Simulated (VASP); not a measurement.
Bi2Te: single point with PBE

Crystal: Bi2Te.

```
Bi Te
1.0
     6.55819    0.00000    0.00000
     0.00000    6.55819    0.00000
     0.00000    0.00000    5.01141
Bi Te
4 2
Direct
  0.24673 0.24673 0.50000
  0.75327 0.75327 0.50000
  0.25327 0.74673 0.50000
  0.74673 0.25327 0.50000
  0.00000 0.50000 0.54827
  0.50000 0.00000 0.45173
```

* Program: VASP 6.6.1
* Task: single point
* Functional: PBE
* Potentials or basis: VASP PAW PBE potentials, release 64 (Bi_d, Te)
* Cutoff: 520 eV
* k mesh: 4 × 4 × 4
* Occupations: gaussian, width 0.1 eV
* Spin: no spin polarisation
* Dipole correction: no
* Further INCAR settings: ALGO = Fast; EDIFF = 1e-06; NBANDS = 45

```json
{
  "Pressure": "55.8 GPa",
  "Largest force": "4.548 eV/Å",
  "Band gap on the k mesh": "zero (band 36 reaches 7.02 eV, above the bottom of band 37 at 5.98 eV)"
}
```

Forces on the atoms (eV/Å):
```
Bi  -0.245 -0.245  0.000
Bi   0.245  0.245  0.000
Bi   0.245 -0.245  0.000
Bi  -0.245  0.245  0.000
Te   0.000  0.000  4.548
Te   0.000  0.000 -4.548
```

Stress tensor (GPa, compression positive):
```
83.28  0.00  0.00
 0.00 83.28  0.00
 0.00  0.00  0.89
```

Levels at points of the mesh, in eV from the Fermi level:
| k point | band 33 | band 34 | band 35 | band 36 | band 37 | band 38 | band 39 | band 40 |
| --- | --- | --- | --- | --- | --- | --- | --- | --- |
| (0.00, 0.00, 0.00) | -1.39 | 0.56 | 0.56 | 0.70 | 1.30 | 1.42 | 1.57 | 2.22 |
| (0.50, 0.00, 0.00) | -2.08 | -2.08 | -0.46 | -0.46 | 0.31 | 0.31 | 2.02 | 2.02 |
| (0.50, 0.50, 0.00) | -1.56 | -1.56 | -1.35 | -1.35 | 1.32 | 1.32 | 1.52 | 1.52 |
| (0.00, 0.00, 0.50) | -2.23 | 0.00 | 0.62 | 0.62 | 0.77 | 1.54 | 2.15 | 2.15 |
| (0.50, 0.00, 0.50) | -2.09 | -2.09 | -1.30 | -1.30 | -0.35 | -0.35 | 2.11 | 2.11 |
| (0.50, 0.50, 0.50) | -1.64 | -1.64 | -1.22 | -1.22 | 1.01 | 1.01 | 1.66 | 1.66 |

Run time: 120 s on 1 thread of Intel(R) Xeon(R) Platinum 8488C (Sapphire Rapids) (shared host), peak memory 0.38 GiB.

Caveat: spin-orbit coupling is left out, which moves the levels of the heavy elements; this functional lacks dispersion, which binds the layers, so the pressure and a relaxed spacing across them are unreliable; forces of over 1 eV/Å act on the atoms, so gaps and moduli don't describe the material at rest.
